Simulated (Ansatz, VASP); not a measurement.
**One calculation of PbO, two programs**

```
Pb O
1.0
     3.21470    0.00000    0.00000
     0.00000    3.21470    0.00000
     0.00000    0.00000    3.21470
Pb O
1 1
Direct
  0.00000 0.00000 0.00000
  0.50000 0.50000 0.50000
```

Alike in both runs: task single point; functional PBE; k mesh 13 × 13 × 13; occupations fermi-dirac, width 0.05 eV; no spin polarisation.

|  | VASP | Ansatz |
| --- | --- | --- |
| version | VASP 6.6.1 | Ansatz 0.2.0 |
| potentials or method | VASP PAW PBE potentials, release 64 (Pb_d, O), cutoff 520 eV | all-electron LAPW, scalar-relativistic |

|  | VASP | Ansatz | Ansatz less VASP |
| --- | --- | --- | --- |
| pressure (GPa) | -0.1 | 0.0 | +0.15 |

Ansatz ran all-electron here, and VASP with PAW potentials.

Spin-orbit coupling is off throughout.
